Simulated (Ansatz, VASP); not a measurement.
**Two plane-wave programs on SrTiO3**

```
Sr Ti O
1.0
     3.93642    0.00000    0.00000
     0.00000    3.93642    0.00000
     0.00000    0.00000    3.93642
Sr Ti O
1 1 3
Direct
  0.00000 0.00000 0.00000
  0.50000 0.50000 0.50000
  0.50000 0.00000 0.50000
  0.50000 0.50000 0.00000
  0.00000 0.50000 0.50000
```

Alike in both runs: functional PBE; k mesh 8 × 8 × 8; occupations gaussian, width 0.02 eV; no spin polarisation.

Ansatz relaxed the structure, and its values are those at the end. VASP's run is a single point on that final structure, the one shown.

|  | VASP | Ansatz |
| --- | --- | --- |
| version | VASP 6.6.1 | Ansatz 0.2.0 |
| potentials or method | VASP PAW PBE potentials, release 64 (Sr_sv, Ti_sv, O), cutoff 520 eV | scalar-relativistic, plane waves, PAW |
| valence electrons in the cell | 40 | 40 |

Ansatz gave:

```
gap on the k mesh at the Fermi level (eV) : 1.84
least direct gap on the mesh (eV)         : 2.20
pressure (GPa)                            : 0.0
```

Estimate VASP's values.

gap on the k mesh at the Fermi level (eV): 1.81; least direct gap on the mesh (eV): 2.18; pressure (GPa): 0.7.
